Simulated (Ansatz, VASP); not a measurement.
## AlSn: VASP beside Ansatz

The input INCAR:

```
SYSTEM = AlSn
  PREC = Accurate
  ENCUT = 520
  EDIFF = 1E-6
  ISMEAR = -1
  SIGMA = 0.05
  LREAL = .False.
  LASPH = .True.
  NELM = 100
  ALGO = Normal
  ISIF = 2
  LWAVE = .False.
  LCHARG = .False.
  GGA = PS
  NBANDS = 16
```

The input KPOINTS:

```
Automatic mesh
0
Gamma
  7 7 8
  0 0 0
```

POSCAR

```
AlSn
1.0
    4.2804423157      0.0000000000      0.0000000000
   -2.1402211578      3.7069717847      0.0000000000
    0.0000000000      0.0000000000      3.3717036030
Sn Al
1 1
Direct
    0.3333333333      0.6666666667      0.5000000000
    0.0000000000      0.0000000000      0.0000000000
```

input.yaml

```yaml
crystal:
  lattice:
    - [4.2804423157, 0.0, 0.0]
    - [-2.1402211578, 3.7069717847, 0.0]
    - [0.0, 0.0, 3.371703603]
  atoms:
    - { symbol: Sn, position: [0.3333333333, 0.6666666667, 0.5] }
    - { symbol: Al, position: [0.0, 0.0, 0.0] }
kpoints:
  mp_grid: { grid: [7, 7, 8] }
scf:
  occupations: { method: fermi_dirac, width: 0.05 }
hamiltonian:
  xc: pbesol
  pseudopotentials: { kind: all_electron, lapw: { basis_error: 0.0005 } }
output:
  forces: true
  stress: true
  eigenvalues: true
```

Change from the starting cell: volume scaled by 1.06.

Alike in both runs: task single point; functional PBEsol; k mesh 7 × 7 × 8; occupations fermi-dirac, width 0.05 eV; no spin polarisation.

```csv
,VASP,Ansatz
version,VASP 6.6.1,Ansatz 0.2.0
potentials or method,"VASP PAW PBE potentials, release 64 (Sn_d, Al), cutoff 520 eV","all-electron LAPW, scalar-relativistic"
```

|  | VASP | Ansatz | Ansatz less VASP |
| --- | --- | --- | --- |
| gap on the k mesh at the Fermi level (eV) | none | none | - |
| pressure (GPa) | -4.2 | -4.2 | +0.05 |
| traceless stress, the component that is largest in VASP (GPa) | -0.38 | -0.38 | +0.001 |

VASP's potentials were made for PBE, not for PBEsol. A gap of «none» marks a metal or a gap that the smearing closes. Ansatz ran all-electron here, and VASP with PAW potentials.
